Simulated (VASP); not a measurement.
# Si2BiTe2 (I4/mmm) in VASP: notebook

Si2BiTe2 is run at these levels: PBE; tasks: single point, relaxation of cell and atoms.

Program: VASP 6.6.1. These are calculated values, not measurements. Logs are shortened: lines on timing, memory, paths and dates and some standing lists are left out, and cuts for length are marked.

## Step 1: The cell of the first run

The structure is tetragonal, space group I4/mmm (No. 139). The conventional cell has a = 6.404 Å, b = 6.404 Å, c = 6.249 Å, α = 90.00°, β = 90.00°, γ = 90.00°. Si (site symmetry 4mm) has 1 Bi at 2.03 Å and 1 Si at 2.18 Å within 2.7 Å. Bi (site symmetry 4/mmm) has 2 Si at 2.03 Å within 2.7 Å. Te (site symmetry mmm) has 2 Te at 3.12 Å and 2 Bi at 3.20 Å and 8 Si at 3.38 to 3.79 Å within 4.1 Å.

## Step 2: Single point, PBE

Contents of INCAR:

```
SYSTEM = Si2BiTe2
ALGO = Normal ; EDIFF = 1E-7
ENCUT = 520 ; GGA = PE
ISIF = 2 ; ISMEAR = 0
LASPH = .TRUE. ; LCHARG = .TRUE.
LELF = .TRUE. ; LREAL = .FALSE.
LVHAR = .TRUE. ; LWAVE = .FALSE.
NBANDS = 26 ; NELM = 100
PREC = Accurate ; SIGMA = 0.1
```

Contents of KPOINTS:

```
k-points
0
G
  4 4 4
  0 0 0
```

Contents of POSCAR:

```
Si2BiTe2
1.0
   -3.2020856600      3.2020856600      3.1246298900
    3.2020856600     -3.2020856600      3.1246298900
    3.2020856600      3.2020856600     -3.1246298900
Si Bi Te
2 1 2
Direct
    0.1744772300      0.1744772300      0.0000000000
    0.8255227700      0.8255227700      0.0000000000
    0.5000000000      0.5000000000      0.0000000000
    0.5000000000      0.0000000000      0.5000000000
    0.0000000000      0.5000000000      0.5000000000
```

Potentials or basis: VASP PAW PBE potentials, release 64 (Si, Bi_d, Te).

Run with:

```bash
> cat potpaw_PBE.64/Si/POTCAR potpaw_PBE.64/Bi_d/POTCAR potpaw_PBE.64/Te/POTCAR > POTCAR
> mpirun -np 1 vasp_std > vasp.out
```

OUTCAR:

```text
SYSTEM = Si2BiTe2
   EDIFF = 1E-7
   ENCUT = 520
   GGA = PE
   ISIF = 2
   ISMEAR = 0
   LASPH = .TRUE.
   LREAL = .FALSE.
   NELM = 100
   PREC = Accurate

 ion  position               nearest neighbor table
   1  0.174  0.174  0.000-   3 2.03   2 2.18   4 3.38   5 3.38   5 3.38   4 3.38
   2  0.826  0.826  0.000-   3 2.03   1 2.18   4 3.38   5 3.38   4 3.38   5 3.38
   3  0.500  0.500  0.000-   1 2.03   2 2.03   4 3.20   5 3.20   4 3.20   5 3.20
   4  0.500  0.000  0.500-   5 3.12   5 3.12   3 3.20   3 3.20   1 3.38   1 3.38   2 3.38   2 3.38

   5  0.000  0.500  0.500-   4 3.12   4 3.12   3 3.20   3 3.20   1 3.38   2 3.38   1 3.38   2 3.38

  LATTYP: Found a body centered tetragonal cell.
 ALAT       =     6.4041713200
 C/A-ratio  =     0.9758108376

  Lattice vectors:

 A1 = (  -3.2020856600,   3.2020856600,   3.1246298900)
 A2 = (   3.2020856600,  -3.2020856600,   3.1246298900)
 A3 = (   3.2020856600,   3.2020856600,  -3.1246298900)

Analysis of symmetry for initial positions (statically):
=====================================================================
 Subroutine PRICEL returns:
 Original cell was already a primitive cell.

 Routine SETGRP: Setting up the symmetry group for a
 body centered tetragonal supercell.

 Subroutine GETGRP returns: Found 16 space group operations
 (whereof 16 operations were pure point group operations)
 out of a pool of 16 trial point group operations.

The static configuration has the point symmetry D_4h.

Analysis of symmetry for dynamics (positions and initial velocities):
=====================================================================
 Subroutine PRICEL returns:
 Original cell was already a primitive cell.

 Routine SETGRP: Setting up the symmetry group for a
 body centered tetragonal supercell.

 Subroutine GETGRP returns: Found 16 space group operations
 (whereof 16 operations were pure point group operations)
 out of a pool of 16 trial point group operations.

The dynamic configuration has the point symmetry D_4h.

 Subroutine INISYM returns: Found 16 space group operations
 (whereof 16 operations are pure point group operations),
 and found     1 'primitive' translations

----------------------------------------------------------------------------------------

                                     Primitive cell

  volume of cell :     128.1517

  direct lattice vectors                    reciprocal lattice vectors
    -3.202085660  3.202085660  3.124629890     0.000000000  0.156148227  0.160018952
[... 83 lines left out ...]
   NSW    =      0    number of steps for IOM
   IBRION =     -1    ionic relax: 0-MD 1-quasi-New 2-CG
   NFREE  =      0    steps in history (QN), initial steepest desc. (CG)
   ISIF   =      2    stress and relaxation
   ISYM   =      2    0-nonsym 1-usesym 2-fastsym
   POTIM  = 0.5000    time-step for ionic-motion
   TEBEG  =    0.0;   TEEND  =   0.0 temperature during run
   PSTRESS=    0.0 pullay stress
   NELECT =      35.0000    total number of electrons
   NUPDOWN=      -1.0000    fix difference up-down
   EMIN   =  10.00;   EMAX   =-10.00  energy-range for DOS
   EFERMI =   0.00;   METHOD = LEGACY
   ISMEAR =     0;   SIGMA  =   0.10  broadening in eV -4-tet -1-fermi 0-gaus
   EFERMI_NEDOS =   21; number of points for ismear=-14 and -15
   IALGO  =     38    algorithm
   IMIX   =      4    mixing-type and parameters
     AMIX     =   0.40;   BMIX     =  1.00
     AMIX_MAG =   1.60;   BMIX_MAG =  1.00
  volume/ion in A,a.u.               =      25.63       172.96
  Fermi-wavevector in a.u.,A,eV,Ry     =   1.062159  2.007189 15.349832  1.128181
  Thomas-Fermi vector in A             =   2.197600
   LORBIT       =      0    0 simple, 1 ext, 2 COOP (PROOUT), +10 PAW based schemes
   GGA     = PE    functional components
   LHFCALC =     F    Hartree Fock is set to
   AEXX    =    0.0000 exact exchange contribution
   IVDW    =     0    specifies the selected vdW correction
   LEPSILON=     F    determine dielectric tensor
   LRPA    =     F    only Hartree local field effects (RPA)
 non-spin polarized calculation
 Gauss-broadening in eV      SIGMA  =   0.10
  energy-cutoff  :      520.00
  volume of cell :      128.15
 maximum number of plane-waves:      3472
 NGX is ok and might be reduce to    42
   NGX = 21   NGY = 21   NGZ = 21

 number of electron      35.0000004 magnetization

 Free energy of the ion-electron system (eV)
  ---------------------------------------------------
  ext. energy  EPLUGINS =         0.00000000
  ---------------------------------------------------
  free energy    TOTEN  =       -11.13810239 eV

  energy without entropy =      -11.10766513  energy(sigma->0) =      -11.12288376

 E-fermi :   7.3228     XC(G=0):  -9.8066

 val. band max:        7.3137916302   @ k =  -0.2500   0.2500   0.2500
 cond. band min:       7.3416344384   @ k =   0.2500   0.2500   0.0000
 fundamental gap:      0.0278428082
 Fermi energy:         7.3227912778

 k-point     1 :       0.0000    0.0000    0.0000
  band No.  band energies     occupation
      1     -17.6547      2.00000
      2     -16.8294      2.00000
      3     -16.8294      2.00000
      4     -16.4184      2.00000
      5     -16.4053      2.00000
      6      -7.2290      2.00000
[... 366 lines left out ...]
     25      12.4047      0.00000
     26      12.7389      0.00000

------------------------ aborting loop because EDIFF is reached ----------------------------------------

  FORCE on cell =-STRESS in cart. coord.  units (eV):
  Direction    XX          YY          ZZ          XY          YZ          ZX
  --------------------------------------------------------------------------------------
  -------------------------------------------------------------------------------------
  Total        2.5184853      2.5184853     57.6706105      0.0000000      0.0000000      0.0000000
  in kB       31.4865833     31.4865833    721.0089663      0.0000000      0.0000000      0.0000000
  external PRESSURE =     261.3273776 kB  Pullay stress =       0.0000000 kB

 VOLUME and BASIS-vectors are now :
 -----------------------------------------------------------------------------
  energy-cutoff  :      520.00
  volume of cell :      128.15
      direct lattice vectors                 reciprocal lattice vectors
    -3.202085660  3.202085660  3.124629890     0.000000000  0.156148227  0.160018952
     3.202085660 -3.202085660  3.124629890     0.156148227  0.000000000  0.160018952
     3.202085660  3.202085660 -3.124629890     0.156148227  0.156148227  0.000000000

 POSITION                                       TOTAL-FORCE (eV/Angst)
 -----------------------------------------------------------------------------------
      0.00000      0.00000      1.09035        -0.000000     -0.000000    -11.749287
      0.00000      0.00000      5.15891        -0.000000     -0.000000     11.749287
      0.00000      0.00000      3.12463         0.000000      0.000000     -0.000000
      0.00000      3.20209      0.00000         0.000000      0.000000     -0.000000
      3.20209      0.00000      0.00000         0.000000      0.000000     -0.000000
 -----------------------------------------------------------------------------------
    total drift:                               -0.000000     -0.000000      0.000000

  FREE ENERGIE OF THE ION-ELECTRON SYSTEM (eV)
  ---------------------------------------------------
  free  energy   TOTEN  =       -11.1381023869 eV

  energy  without entropy=      -11.1076651335  energy(sigma->0) =      -11.12288376
```

Wall time 23 s (1 thread of Intel Xeon 6975P-C (Granite Rapids), shared host); peak memory 0.27 GiB.

What came out:

- Free energy: -11.1381 eV
- Pressure: 26.1 GPa
- Largest force: 11.749 eV/Å

Forces on the atoms (eV/Å):
```
Si    0.000   0.000 -11.749
Si    0.000   0.000  11.749
Bi    0.000   0.000   0.000
Te    0.000   0.000   0.000
Te    0.000   0.000   0.000
```

Levels at points of the mesh, in eV from the Fermi level:
```tsv
k point	band 13	band 14	band 15	band 16	band 17	band 18	band 19	band 20	band 21	band 22
(0.00, 0.00, 0.00)	-4.70	-3.26	-3.26	-0.59	-0.59	0.56	0.56	1.73	1.75	3.13
(0.50, 0.00, 0.00)	-2.98	-2.64	-2.29	-1.60	-1.11	-0.76	-0.58	1.07	1.98	4.17
(0.50, 0.50, 0.00)	-3.11	-2.60	-2.55	-0.67	-0.60	0.85	1.00	1.29	1.39	2.25
(0.50, 0.50, 0.50)	-4.35	-1.93	-1.93	0.86	0.86	1.63	1.63	3.07	3.12	3.81
```

Caveat: spin-orbit coupling is left out, which moves the levels of the heavy elements; forces of over 1 eV/Å act on the atoms, so gaps and moduli don't describe the material at rest.

## Step 3: Single point, PBE

This run uses another cell than the first one, of 30.76 Å³/atom, 1.200 times its volume.

Contents of INCAR:

```
PREC = Accurate
ENCUT = 520
EDIFF = 1E-6
ISMEAR = 0
SIGMA = 0.1
LREAL = False
LASPH = True
NELM = 80
ALGO = Normal
ISIF = 2
LWAVE = False
LCHARG = False
GGA = PE
NBANDS = 26
```

Contents of KPOINTS:

```
regular mesh
0
Gamma
  4 4 4
```

Contents of POSCAR:

```
Si2BiTe2
1.0
   -3.0214205579      3.0214205579      4.2125442430
    3.0214205579     -3.0214205579      4.2125442430
    3.0214205579      3.0214205579     -4.2125442430
Si Bi Te
2 1 2
Direct
    0.1349626046      0.1349626046      0.0000000000
    0.8650373954      0.8650373954      0.0000000000
    0.5000000000      0.5000000000      0.0000000000
    0.5000000000      0.0000000000      0.5000000000
    0.0000000000      0.5000000000      0.5000000000
```

Potentials or basis: VASP PAW PBE potentials, release 64 (Si, Bi_d, Te).

Run with:

```bash
> cat potpaw_PBE.64/Si/POTCAR potpaw_PBE.64/Bi_d/POTCAR potpaw_PBE.64/Te/POTCAR > POTCAR
> mpirun -np 1 vasp_std > vasp.out
```

OUTCAR:

```text
PREC = Accurate
   ENCUT = 520
   EDIFF = 1E-6
   ISMEAR = 0
   LREAL = False
   LASPH = True
   NELM = 80
   ISIF = 2
   GGA = PE

 ion  position               nearest neighbor table
   1  0.135  0.135  0.000-   2 2.27   3 3.08   4 3.23   5 3.23   5 3.23   4 3.23
   2  0.865  0.865  0.000-   1 2.27   3 3.08   4 3.23   5 3.23   4 3.23   5 3.23
   3  0.500  0.500  0.000-   4 3.02   5 3.02   4 3.02   5 3.02   1 3.08   2 3.08
   4  0.500  0.000  0.500-   3 3.02   3 3.02   1 3.23   1 3.23   2 3.23   2 3.23
   5  0.000  0.500  0.500-   3 3.02   3 3.02   1 3.23   1 3.23   2 3.23   2 3.23

  LATTYP: Found a body centered tetragonal cell.
[... 567 lines left out ...]
  -------------------------------------------------------------------------------------
  Total       -0.1176329     -0.1176329      0.0001891      0.0000000     -0.0000000      0.0000000
  in kB       -1.2252152     -1.2252152      0.0019691      0.0000000     -0.0000000      0.0000000
  external PRESSURE =      -0.8161538 kB  Pullay stress =       0.0000000 kB

 VOLUME and BASIS-vectors are now :
 -----------------------------------------------------------------------------
  energy-cutoff  :      520.00
  volume of cell :      153.82
      direct lattice vectors                 reciprocal lattice vectors
    -3.021420558  3.021420558  4.212544243     0.000000000  0.165485072  0.118693115
     3.021420558 -3.021420558  4.212544243     0.165485072  0.000000000  0.118693115
     3.021420558  3.021420558 -4.212544243     0.165485072  0.165485072  0.000000000

 POSITION                                       TOTAL-FORCE (eV/Angst)
 -----------------------------------------------------------------------------------
      0.00000      0.00000      1.13707         0.000000      0.000000      0.011635
      0.00000      0.00000      7.28802        -0.000000     -0.000000     -0.011635
      0.00000      0.00000      4.21254         0.000000      0.000000      0.000000
      0.00000      3.02142      0.00000         0.000000      0.000000      0.000000
      3.02142      0.00000      0.00000         0.000000      0.000000      0.000000
 -----------------------------------------------------------------------------------
    total drift:                                0.000000      0.000000      0.000000

  FREE ENERGIE OF THE ION-ELECTRON SYSTEM (eV)
  ---------------------------------------------------
  free  energy   TOTEN  =       -18.7092488820 eV

  energy  without entropy=      -18.6960295227  energy(sigma->0) =      -18.70263920
```

OSZICAR:

```text
N       E                     dE             d eps       ncg     rms          rms(c)
DAV:   1     0.226961841551E+03    0.22696E+03   -0.14514E+04   676   0.118E+03
DAV:   2     0.990357922289E+00   -0.22597E+03   -0.21740E+03   792   0.273E+02
DAV:   3    -0.184813987693E+02   -0.19472E+02   -0.19179E+02   896   0.875E+01
DAV:   4    -0.190802181913E+02   -0.59882E+00   -0.59778E+00   822   0.180E+01
DAV:   5    -0.191061157315E+02   -0.25898E-01   -0.25896E-01  1022   0.347E+00    0.766E+00
DAV:   6    -0.187345734230E+02    0.37154E+00   -0.63170E-01   882   0.480E+00    0.496E+00
DAV:   7    -0.187102130126E+02    0.24360E-01   -0.25412E-01   784   0.182E+00    0.199E+00
DAV:   8    -0.187096176702E+02    0.59534E-03   -0.28548E-02   792   0.101E+00    0.410E-01
DAV:   9    -0.187095020848E+02    0.11559E-03   -0.63152E-03   834   0.469E-01    0.130E-01
DAV:  10    -0.187092213942E+02    0.28069E-03   -0.12992E-03   772   0.201E-01    0.684E-02
DAV:  11    -0.187092525273E+02   -0.31133E-04   -0.20601E-04   762   0.689E-02    0.249E-02
DAV:  12    -0.187092501813E+02    0.23459E-05   -0.38388E-05   886   0.272E-02    0.151E-02
DAV:  13    -0.187092489188E+02    0.12626E-05   -0.90148E-06   774   0.177E-02    0.160E-03
DAV:  14    -0.187092488820E+02    0.36811E-07   -0.53795E-07   412   0.447E-03
   1 F= -.18709249E+02 E0= -.18702639E+02  d E =-.132194E-01
```

Run time: 28 s. Hardware: 1 thread of Intel Xeon 6975P-C (Granite Rapids), shared host; peak memory 0.34 GiB.

What came out:

* Free energy: -18.7092 eV
* Pressure: -0.1 GPa
* Largest force: 0.012 eV/Å

Forces in eV/Å, atoms in the order of the input:
```
Si   0.000  0.000  0.012
Si   0.000  0.000 -0.012
Bi   0.000  0.000  0.000
Te   0.000  0.000  0.000
Te   0.000  0.000  0.000
```

Caveat: the k points lie up to 0.37 Å⁻¹ apart; spin-orbit coupling is left out, which moves the levels of the heavy elements.

[end of part 1 of 2]
